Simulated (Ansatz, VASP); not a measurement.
## One calculation of HfTe5Mo, two programs

```
Hf Te Mo
1.0
     5.92883    0.00000    0.00000
    -2.96441    5.13451    0.00000
     0.00000    0.00000    6.02411
Hf Te Mo
1 5 1
Direct
  0.00000 0.00000 0.00000
  0.33333 0.66667 0.00000
  0.66667 0.33333 0.00000
  0.50000 0.00000 0.50000
  0.00000 0.50000 0.50000
  0.50000 0.50000 0.50000
  0.00000 0.00000 0.50000
```

Alike in both runs: functional PBE; k mesh 3 × 3 × 3; occupations gaussian, width 0.2 eV; no spin polarisation.

Ansatz relaxed the structure, and its values are those at the end. VASP's run is a single point on that final structure, the one shown.

|  | VASP | Ansatz |
| --- | --- | --- |
| version | VASP 6.6.1 | Ansatz 0.2.0 |
| potentials or method | VASP PAW PBE potentials, release 64 (Hf_pv, Te, Mo_sv), cutoff 500 eV | scalar-relativistic, plane waves, PAW |
| valence electrons in the cell | 54 | 120 |

Ansatz gave:

```
gap on the k mesh at the Fermi level (eV) : none
pressure (GPa)                            : 0.0
```

Task: Estimate VASP's values.

Result: gap on the k mesh at the Fermi level (eV): none; pressure (GPa): -0.1.

A gap of «none» marks a metal or a gap that the smearing closes. With one functional, cell and mesh, what is left measures potentials, basis and numerics. VASP's potentials hold 54 valence electrons a cell and Ansatz's 120, so a difference there can come from the potentials and not from the codes.

The k mesh is coarse, so the values compare programs but aren't converged. Neither program's run includes spin-orbit coupling.
